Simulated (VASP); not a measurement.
Here is a VASP 6.6.1 calculation.

File INCAR:

```
SYSTEM = Fe
PREC = Accurate ; ENCUT = 520
EDIFF = 1E-7 ; ISMEAR = -1
SIGMA = 0.1 ; LREAL = .FALSE.
LASPH = .TRUE. ; NELM = 150
ALGO = Normal ; ISIF = 2
LWAVE = .FALSE. ; LCHARG = .FALSE.
ISPIN = 2 ; MAGMOM = 2.5 2.5
LORBIT = 11 ; LMAXMIX = 4
GGA = PE ; NBANDS = 19
```

KPOINTS

```
Automatic mesh
0
G
  17 17 10
  0 0 0
```

POSCAR

```
Fe
1.0
   -1.4156766678      1.4156766678      1.4156766678
    1.4156766678     -1.4156766678      1.4156766678
    2.8313533356      2.8313533356      0.0000000000
Fe
2
Direct
    0.0000000000      0.0000000000      0.0000000000
    0.5000000000      0.5000000000      0.5000000000
```

Potentials or basis: VASP PAW PBE potentials, release 64 (Fe).

Run with:

```bash
$ cat potpaw_PBE.64/Fe/POTCAR > POTCAR
$ mpirun -np 1 vasp_std > vasp.out
```

Task: Estimate the pressure.

Result: 0.0 GPa.

Task: Estimate the net moment.

Result: 4.35 μB per cell.

Task: Predict the site moments.

Result: Fe +2.17 μB.
